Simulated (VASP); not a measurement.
# AgI (F-43m) in VASP: notebook, part 3 of 3

VASP 6.6.1. Earlier steps stand in the parts before.

**5. Relaxation of cell and atoms, PBEsol, target pressure 10 GPa, at which the enthalpy is minimised**

Input file INCAR:

```
PREC = Accurate ; ENCUT = 500
EDIFF = 1E-7 ; ISMEAR = 0
SIGMA = 0.01 ; LREAL = False
LASPH = True ; NELM = 120
ALGO = Normal ; ISIF = 3
LWAVE = False ; LCHARG = False
GGA = PS ; IBRION = 2
NSW = 100 ; EDIFFG = -0.002
PSTRESS = 100.0 ; GGA_COMPAT = False
NELMIN = 4
```

Input file KPOINTS:

```
regular mesh
0
Gamma
  6 6 6
```

Input file POSCAR:

```
AgI
1.0
    3.2250452875      3.2250452875      0.0000000000
   -3.2250452875      3.2250452875      0.0000000000
    0.0000000000      3.2250452875      3.2250452875
Ag I
1 1
Direct
    0.0000000000      0.0000000000      0.0000000000
    0.7500000000      0.2500000000      0.5000000000
```

Command:

```console
$ cat potpaw_PBE.64/Ag/POTCAR potpaw_PBE.64/I/POTCAR > POTCAR
$ mpirun -np 1 vasp_std > vasp.out
```

Wall time 93 s (1 thread of Intel Xeon 6975P-C, shared host); peak memory 0.21 GiB.

The run converged. Its results:

```
Free energy                                            : -5.1689 eV
Relaxed volume                                         : 28.00 Å³/atom
Relaxed cell                                           : a = 4.294 Å, b = 4.294 Å, c = 4.294 Å, α = 60.00°, β = 60.00°, γ = 90.00°
Space group after relaxing (to 0.05 Å)                 : F-43m (No. 216)
Energy change on relaxing (the enthalpy is what falls) : +142.3 meV/atom
Ionic steps                                            : 7
Pressure after relaxing                                : 10.0 GPa
Band gap on the k mesh                                 : 1.21 eV, direct
```

The path:
| step | energy change (eV) | largest force (eV/Å) | pressure (GPa) | volume (Å³) |
| --- | --- | --- | --- | --- |
| 1 | 0.0000 | 0.0000 | -0.02 | 67.09 |
| 2 | 1.0536 | 0.0000 | 25.78 | 48.71 |
| 3 | 0.2715 | 0.0000 | 9.69 | 56.20 |
| 4 | 0.2840 | 0.0000 | 9.97 | 56.00 |
| 5 | 0.2972 | 0.0000 | 10.28 | 55.79 |
| 6 | 0.2743 | 0.0000 | 9.74 | 56.16 |
| 7 | 0.2846 | 0.0000 | 9.99 | 55.99 |

Final structure:
```
CELL_PARAMETERS angstrom
3.03643 3.03643 0.00000
-3.03643 3.03643 0.00000
0.00000 3.03643 3.03643
ATOMIC_POSITIONS crystal
Ag 0.00000 0.00000 0.00000
I 0.75000 0.25000 0.50000
```

Levels at points of the mesh, in eV from the valence-band top:
```
           k point  band 6  band 7  band 8  band 9  band 10  band 11  band 12  band 13
(0.00, 0.00, 0.00)   -4.17    0.00    0.00    0.00     1.21     5.25     5.25     5.25
(0.50, 0.00, 0.00)   -4.13   -3.93   -1.07   -1.07     2.49     5.84     5.84     7.25
(0.50, 0.50, 0.00)   -4.00   -3.54   -2.60   -2.60     2.88     3.53     9.19    10.28
```

Caveat: the cell is relaxed towards a set pressure, so the enthalpy falls and the energy may rise; the volume moved by over 15 % at a fixed basis, so the end points are rough; the PAW data sets were made with another functional, which shifts forces and pressure a little; spin-orbit coupling is left out, which moves the levels of the heavy elements.

**6. Relaxation of cell and atoms, PBEsol, target pressure 15 GPa, at which the enthalpy is minimised**

Input file INCAR:

```
PREC = Accurate
ENCUT = 500
EDIFF = 1E-7
ISMEAR = 0
SIGMA = 0.01
LREAL = False
LASPH = True
NELM = 120
ALGO = Normal
ISIF = 3
LWAVE = False
LCHARG = False
GGA = PS
IBRION = 2
NSW = 100
EDIFFG = -0.002
PSTRESS = 150.0
GGA_COMPAT = False
NELMIN = 4
```

Input file KPOINTS:

```
Automatic mesh
0
Gamma
  6 6 6
```

POSCAR is that of step 5.

Potentials or basis: VASP PAW PBE potentials, release 64 (Ag, I).

Command:

```console
$ cat potpaw_PBE.64/Ag/POTCAR potpaw_PBE.64/I/POTCAR > POTCAR
$ mpirun -np 1 vasp_std > vasp.out
```

Run time: 86 s. Hardware: 1 thread of Intel Xeon 6975P-C, shared host; peak memory 0.22 GiB.

The run converged. Its results:

```
Free energy                                            : -4.9428 eV
Relaxed volume                                         : 26.53 Å³/atom
Relaxed cell                                           : a = 4.218 Å, b = 4.218 Å, c = 4.218 Å, α = 60.00°, β = 60.00°, γ = 90.00°
Space group after relaxing (to 0.05 Å)                 : F-43m (No. 216)
Energy change on relaxing (the enthalpy is what falls) : +255.3 meV/atom
Ionic steps                                            : 7
Pressure after relaxing                                : 15.0 GPa
Band gap on the k mesh                                 : 1.22 eV, direct
```

Step by step:
```
step  energy change (eV)  largest force (eV/Å)  pressure (GPa)  volume (Å³)
   1              0.0000                0.0000           -0.02        67.09
   2              3.0748                0.0000           62.88        40.95
   3              0.4459                0.0000           13.62        53.79
   4              0.4907                0.0000           14.58        53.28
   5              0.5142                0.0000           15.06        53.03
   6              0.5073                0.0000           14.94        53.10
   7              0.5107                0.0000           15.00        53.06
```

Final structure:
```xyz
2
Lattice="2.9826 2.9826 0.0000 -2.9826 2.9826 0.0000 0.0000 2.9826 2.9826" Properties=species:S:1:pos:R:3 pbc="T T T"
Ag    0.0000    0.0000    0.0000
I     1.4913    4.4739    1.4913
```

Levels at points of the mesh, in eV from the valence-band top:
```
           k point  band 6  band 7  band 8  band 9  band 10  band 11  band 12  band 13
(0.00, 0.00, 0.00)   -4.53    0.00    0.00    0.00     1.22     5.12     5.12     5.12
(0.50, 0.00, 0.00)   -4.48   -4.26   -1.19   -1.19     2.44     5.74     5.74     7.23
(0.50, 0.50, 0.00)   -4.35   -3.84   -2.86   -2.86     2.72     3.43     9.46    10.47
```

Caveat: the cell is relaxed towards a set pressure, so the enthalpy falls and the energy may rise; the volume moved by over 15 % at a fixed basis, so the end points are rough; the PAW data sets were made with another functional, which shifts forces and pressure a little; spin-orbit coupling is left out, which moves the levels of the heavy elements. A hybrid or GW would open this gap; PBEsol tends to underestimate it.

**7. The runs side by side**

| cell | gap on the mesh (eV) | pressure (GPa) |
| --- | --- | --- |
| relaxed to 2 GPa | 1.20 | 2.0 |
| relaxed to 4 GPa | 1.20 | 4.0 |
| relaxed to 7 GPa | 1.20 | 7.0 |
| relaxed to 10 GPa | 1.21 | 10.0 |
| relaxed to 15 GPa | 1.22 | 15.0 |

Alike in all rows: task relaxation of cell and atoms; level PBEsol; potentials or basis VASP PAW PBE potentials, release 64 (Ag, I); no spin polarisation; k mesh 6 × 6 × 6; cutoff (eV) 500; smearing gaussian 0.01 eV.

Caveats: the cell is relaxed towards a set pressure, so the enthalpy falls and the energy may rise; the PAW data sets were made with another functional, which shifts forces and pressure a little; spin-orbit coupling is left out, which moves the levels of the heavy elements; the volume moved by over 15 % at a fixed basis, so the end points are rough (some runs).

Absolute energies hang on the potentials; compare differences alone.
